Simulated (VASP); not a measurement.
# C (C2/m) in VASP: single point with LDA

Aim: the single point of C with LDA.

All numbers are computed with VASP 6.6.1; they aren't measurements. Logs are shortened: lines on timing, memory, paths and dates and some standing lists are left out, and cuts for length are marked.

## 1. The cell of the first run

The typed cell holds 2 atoms: a = 2.445 Å, b = 2.445 Å, c = 3.615 Å, α = 109.75°, β = 109.75°, γ = 60.00°.

## 2. Single point, LDA

The input, INCAR:

```
PREC     = Accurate       # precision mode
ENCUT    = 520            # plane-wave cutoff, eV
EDIFF    = 1E-6           # SCF threshold, eV
ISMEAR   = -1             # smearing method
SIGMA    = 0.1            # smearing width, eV
LREAL    = F              # projectors in reciprocal space
LASPH    = T              # aspherical terms in the spheres
NELM     = 60             # most SCF steps
ALGO     = Normal         # electronic algorithm
ISIF     = 2              # what is computed and relaxed
LWAVE    = F              # write WAVECAR
LCHARG   = F              # write CHGCAR
NBANDS   = 11             # bands
```

The input, KPOINTS:

```
Automatic mesh
0
Gamma
  21 21 12
```

The input, POSCAR:

```
C
1.0
    2.1173740126     -1.2224680942     -0.0118017925
    2.1173740126      1.2224680942     -0.0118017925
   -1.3920550986      0.0000000000      3.3356898268
C
2
Direct
    0.8333940937      0.8333940937      0.0001806738
    0.1666059063      0.1666059063      0.9998193262
```

Potentials or basis: VASP PAW LDA potentials, release 64 (C).

Started as:

```bash
cat potpaw_LDA.64/C/POTCAR > POTCAR
mpirun -np 1 vasp_std > vasp.out
```

OUTCAR:

```text
PREC = Accurate
   ENCUT = 520
   EDIFF = 1E-6
   ISMEAR = -1
   LREAL = F
   LASPH = T
   NELM = 60
   ISIF = 2

 ion  position               nearest neighbor table
   1  0.833  0.833  0.000-   2 1.41   2 1.41   2 1.41
   2  0.167  0.167  1.000-   1 1.41   1 1.41   1 1.41

  LATTYP: Found a base centered monoclinic cell.
 ALAT       =     4.2348138054
 B/A-ratio  =     0.5773420747
 C/A-ratio  =     0.8535215094
 COS(beta)  =    -0.3902680286

  Lattice vectors:

 A1 = (   2.1173740126,  -1.2224680942,  -0.0118017925)
 A2 = (   2.1173740126,   1.2224680942,  -0.0118017925)
 A3 = (  -1.3920550986,   0.0000000000,   3.3356898268)

Analysis of symmetry for initial positions (statically):
=====================================================================
 Subroutine PRICEL returns:
 Original cell was already a primitive cell.

 Routine SETGRP: Setting up the symmetry group for a
 base centered monoclinic supercell.

 Subroutine GETGRP returns: Found  4 space group operations
 (whereof  4 operations were pure point group operations)
 out of a pool of  4 trial point group operations.

The static configuration has the point symmetry C_2h.

Analysis of symmetry for dynamics (positions and initial velocities):
=====================================================================
 Subroutine PRICEL returns:
 Original cell was already a primitive cell.

 Routine SETGRP: Setting up the symmetry group for a
 base centered monoclinic supercell.

 Subroutine GETGRP returns: Found  4 space group operations
 (whereof  4 operations were pure point group operations)
 out of a pool of  4 trial point group operations.

The dynamic configuration has the point symmetry C_2h.

 Subroutine INISYM returns: Found  4 space group operations
 (whereof  4 operations are pure point group operations),
 and found     1 'primitive' translations

----------------------------------------------------------------------------------------

                                     Primitive cell

  volume of cell :      17.2282

  direct lattice vectors                    reciprocal lattice vectors
     2.117374013 -1.222468094 -0.011801792     0.236692119 -0.409008630  0.098776711
     2.117374013  1.222468094 -0.011801792     0.236692119  0.409008630  0.098776711
    -1.392055099  0.000000000  3.335689827     0.001674851  0.000000000  0.300487017

  length of vectors
     2.444962215  2.444962215  3.614504671     0.482771227  0.482771227  0.300491684

  position of ions in fractional coordinates (direct lattice)
     0.833394094  0.833394094  0.000180674
     0.166605906  0.166605906  0.999819326

  ion indices of the primitive-cell ions
   primitive index   ion index
                 1           1
                 2           2

----------------------------------------------------------------------------------------

 KPOINTS: Automatic mesh

Automatic generation of k-mesh.
 Grid dimensions read from file:
 generate k-points for:   21   21   12

 Generating k-lattice:

  Cartesian coordinates                     Fractional coordinates (reciprocal lattice)
     0.011271053 -0.019476601  0.004703653     0.047619048  0.000000000  0.000000000
     0.011271053  0.019476601  0.004703653     0.000000000  0.047619048  0.000000000
     0.000139571  0.000000000  0.025040585     0.000000000  0.000000000  0.083333333

  Length of vectors
     0.022989106  0.022989106  0.025040974

  Shift w.r.t. Gamma in fractional coordinates (k-lattice)
     0.000000000  0.000000000  0.000000000

 Subroutine IBZKPT returns following result:
 ===========================================

 Found   1397 irreducible k-points:

 Following reciprocal coordinates:
            Coordinates               Weight
  0.000000  0.000000  0.000000      1.000000
  0.047619 -0.000000  0.000000      4.000000
  0.095238 -0.000000  0.000000      4.000000
  0.142857  0.000000  0.000000      4.000000
  0.190476 -0.000000  0.000000      4.000000
  0.238095 -0.000000  0.000000      4.000000
[... 16 lines left out ...]
 -0.428571  0.047619 -0.000000      4.000000
 -0.380952  0.047619 -0.000000      4.000000
 [... further k-points ...]
   k-points           NKPTS =   1397   k-points in BZ     NKDIM =   1397   number of bands    NBANDS=     11
   number of dos      NEDOS =    301   number of ions     NIONS =      2
   total plane-waves  NPLWV =   9072
   dimension x,y,z NGX =    18 NGY =   18 NGZ =   28
   dimension x,y,z NGXF=    36 NGYF=   36 NGZF=   56
   ions per type =               2
   NGX,Y,Z   is equivalent  to a cutoff of  12.24, 12.24, 12.88 a.u.
   NGXF,Y,Z  is equivalent  to a cutoff of  24.48, 24.48, 25.76 a.u.
 SYSTEM =  unknown system
   PREC   = accura    normal or accurate (medium, high low for compatibility)
   ISTART =      0    job   : 0-new  1-cont  2-samecut
   ICHARG =      2    charge: 1-file 2-atom 10-const
   ISPIN  =      1    spin polarized calculation?
   LNONCOLLINEAR =      F non collinear calculations
   LSORBIT =      F    spin-orbit coupling
   LASPH  =      T    aspherical Exc in radial PAW
   ENCUT  =  520.0 eV  38.22 Ry    6.18 a.u.   4.55  4.55  6.72*2*pi/ulx,y,z
   NELM   =     60;   NELMIN=  2; NELMDL= -5     # of ELM steps
   EDIFF  = 0.1E-05   stopping-criterion for ELM
   LREAL  =      F    real-space projection
   EDIFFG = 0.1E-04   stopping-criterion for IOM
   NSW    =      0    number of steps for IOM
   IBRION =     -1    ionic relax: 0-MD 1-quasi-New 2-CG
   NFREE  =      0    steps in history (QN), initial steepest desc. (CG)
   ISIF   =      2    stress and relaxation
   ISYM   =      2    0-nonsym 1-usesym 2-fastsym
   POTIM  = 0.5000    time-step for ionic-motion
   TEBEG  =    0.0;   TEEND  =   0.0 temperature during run
   PSTRESS=    0.0 pullay stress
   NELECT =       8.0000    total number of electrons
   NUPDOWN=      -1.0000    fix difference up-down
   EMIN   =  10.00;   EMAX   =-10.00  energy-range for DOS
   EFERMI =   0.00;   METHOD = LEGACY
   ISMEAR =    -1;   SIGMA  =   0.10  broadening in eV -4-tet -1-fermi 0-gaus
   EFERMI_NEDOS =   21; number of points for ismear=-14 and -15
   IALGO  =     38    algorithm
   IMIX   =      4    mixing-type and parameters
     AMIX     =   0.40;   BMIX     =  1.00
     AMIX_MAG =   1.60;   BMIX_MAG =  1.00
  volume/ion in A,a.u.               =       8.61        58.13
  Fermi-wavevector in a.u.,A,eV,Ry     =   1.267725  2.395653 21.866283  1.607126
  Thomas-Fermi vector in A             =   2.400858
   LORBIT       =      0    0 simple, 1 ext, 2 COOP (PROOUT), +10 PAW based schemes
   GGA     = CA    functional components
   LHFCALC =     F    Hartree Fock is set to
   AEXX    =    0.0000 exact exchange contribution
   IVDW    =     0    specifies the selected vdW correction
   LEPSILON=     F    determine dielectric tensor
   LRPA    =     F    only Hartree local field effects (RPA)
 non-spin polarized calculation
  energy-cutoff  :      520.00
  volume of cell :       17.23
 maximum number of plane-waves:       476
   NGX =  9   NGY =  9   NGZ = 13

 number of electron       8.0000000 magnetization

 Free energy of the ion-electron system (eV)
  ---------------------------------------------------
  ext. energy  EPLUGINS =         0.00000000
  ---------------------------------------------------
  free energy    TOTEN  =       -20.22417062 eV

  energy without entropy =      -20.22374638  energy(sigma->0) =      -20.22395850

 E-fermi :   4.8034     XC(G=0): -10.8563

 val. band max:        4.4480702432   @ k =  -0.2857   0.3810   0.2500
 cond. band min:       5.1211277042   @ k =  -0.3333   0.3333   0.3333
 fundamental gap:      0.6730574609
 Fermi energy:         4.8033896394

 k-point     1 :       0.0000    0.0000    0.0000
  band No.  band energies     occupation
      1     -14.8613      2.00000
      2      -1.8819      2.00000
      3       1.7986      2.00000
      4       1.7987      2.00000
      5       8.6368      0.00000
      6      13.2700      0.00000
      7      13.2700      0.00000
      8      16.3309      0.00000
      9      18.2986      0.00000
     10      27.5158      0.00000
     11      30.3811      0.00000

 k-point     2 :       0.0476   -0.0000    0.0000
  band No.  band energies     occupation
      1     -14.8059      2.00000
      2      -1.8257      2.00000
      3       1.5827      2.00000
      4       1.6807      2.00000
      5       8.7158      0.00000
      6      13.3059      0.00000
      7      13.5067      0.00000
      8      16.1342      0.00000
      9      18.3827      0.00000
     10      27.6950      0.00000
     11      29.9537      0.00000

 k-point     3 :       0.0952   -0.0000    0.0000
  band No.  band energies     occupation
      1     -14.6398      2.00000
      2      -1.6576      2.00000
      3       0.9743      2.00000
      4       1.3580      2.00000
      5       8.9527      0.00000
      6      13.3759      0.00000
      7      14.1832      0.00000
      8      15.5724      0.00000
      9      18.6460      0.00000
     10      28.1470      0.00000
     11      28.7410      0.00000

 k-point     4 :       0.1429    0.0000    0.0000
  band No.  band energies     occupation
      1     -14.3637      2.00000
      2      -1.3784      2.00000
      3       0.0672      2.00000
      4       0.9023      2.00000
      5       9.3467      0.00000
      6      13.4072      0.00000
      7      14.7171      0.00000
      8      15.2213      0.00000
      9      19.0959      0.00000
     10      27.0974      0.00000
     11      28.9732      0.00000
[... 239 lines left out ...]
 k-point    22 :      -0.4762    0.0476    0.0000
  band No.  band energies     occupation
      1      -9.3340      2.00000
      2      -8.5113      2.00000
      3      -1.8070      2.00000
      4       2.8111      2.00000
      5       6.7500      0.00000
      6      12.9715      0.00000
      7      16.3263      0.00000
      8      17.0450      0.00000
      9      22.2409      0.00000
     10      24.9004      0.00000
     11      25.9835      0.00000

 k-point    23 :      -0.4286    0.0476   -0.0000
  band No.  band energies     occupation
      1     -10.0399      2.00000
      2      -7.7282      2.00000
      3      -1.7533      2.00000
      4       2.5924      2.00000
      5       7.0648      0.00000
      6      12.9873      0.00000
      7      15.1919      0.00000
      8      18.0642      0.00000
      9      22.4014      0.00000
     10      24.5625      0.00000
     11      26.0000      0.00000

 k-point    24 :      -0.3810    0.0476   -0.0000
  band No.  band energies     occupation
      1     -10.9448      2.00000
      2      -6.5927      2.00000
      3      -1.5928      2.00000
      4       1.9859      2.00000
      5       7.9353      0.00000
      6      13.0246      0.00000
      7      14.0078      0.00000
      8      19.0658      0.00000
      9      22.4896      0.00000
     10      23.8244      0.00000
     11      26.0139      0.00000

 [... further k-points ...]

------------------------ aborting loop because EDIFF is reached ----------------------------------------

  FORCE on cell =-STRESS in cart. coord.  units (eV):
  Direction    XX          YY          ZZ          XY          YZ          ZX
  --------------------------------------------------------------------------------------
  -------------------------------------------------------------------------------------
  Total        0.1346567      0.1358015     -0.0155868      0.0000000      0.0000000     -0.0010229
  in kB       12.5227367     12.6291956     -1.4495343      0.0000000      0.0000000     -0.0951313
  external PRESSURE =       7.9007994 kB  Pullay stress =       0.0000000 kB

 VOLUME and BASIS-vectors are now :
 -----------------------------------------------------------------------------
  energy-cutoff  :      520.00
  volume of cell :       17.23
      direct lattice vectors                 reciprocal lattice vectors
     2.117374013 -1.222468094 -0.011801792     0.236692119 -0.409008630  0.098776711
     2.117374013  1.222468094 -0.011801792     0.236692119  0.409008630  0.098776711
    -1.392055099  0.000000000  3.335689827     0.001674851  0.000000000  0.300487017

 POSITION                                       TOTAL-FORCE (eV/Angst)
 -----------------------------------------------------------------------------------
      3.52896      0.00000     -0.01907        -0.000089      0.000000      0.000360
     -0.68627      0.00000      3.33115         0.000089      0.000000     -0.000360
 -----------------------------------------------------------------------------------
    total drift:                                0.000000      0.000000      0.000000

  FREE ENERGIE OF THE ION-ELECTRON SYSTEM (eV)
  ---------------------------------------------------
  free  energy   TOTEN  =       -20.2241706208 eV

  energy  without entropy=      -20.2237463766  energy(sigma->0) =      -20.22395850
```

It took 5.1 min on 1 thread of AMD EPYC 7R13, shared host; peak memory 0.26 GiB.

Results:

| Item | Value |
| --- | --- |
| Free energy | -20.2242 eV |
| Pressure | 0.8 GPa |
